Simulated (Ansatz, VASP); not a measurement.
**Two plane-wave programs on HSe12**

```xyz
13
Lattice="8.0686 -0.1605 0.0331 -4.1733 7.2284 0.0000 0.0209 0.0120 5.1804" Properties=species:S:1:pos:R:3 pbc="T T T"
Se    1.0152   -0.1057    1.7492
Se   -1.0392    3.5886    1.7106
Se    5.1042   -0.1647    1.7564
Se    2.9782    3.4894    1.7900
Se    3.6087    0.6890    3.4702
Se    1.4034    4.5086    3.4702
Se   -0.4449    0.8559    3.4490
Se   -2.5776    4.4435    3.4583
Se    1.4779    2.6232   -0.0301
Se   -0.5938    6.1834    0.0035
Se    5.5729    2.5256    0.0107
Se    3.4007    6.1520    0.0493
H     2.8806    1.9260    0.8799
```

Alike in both runs: functional PBE; dispersion D3(BJ); k mesh 3 × 3 × 4; occupations gaussian, width 0.1 eV; no spin polarisation.

Ansatz relaxed the structure, and its values are those at the end. VASP's run is a single point on that final structure, the one shown.

|  | VASP | Ansatz |
| --- | --- | --- |
| version | VASP 6.6.1 | Ansatz 0.2.0 |
| potentials or method | VASP PAW PBE potentials, release 64 (Se, H), cutoff 520 eV | scalar-relativistic, plane waves, PAW |
| valence electrons in the cell | 73 | 193 |

```tsv
	VASP	Ansatz	Ansatz less VASP
gap on the k mesh at the Fermi level (eV)	none	none	-
pressure (GPa)	0.1	0.0	-0.08
rms of the force components (eV/Å)	0.011	0.004	-0.0063
```

A gap of «none» marks a metal or a gap that the smearing closes. VASP's potentials hold 73 valence electrons a cell and Ansatz's 193, so a difference there can come from the potentials and not from the codes.
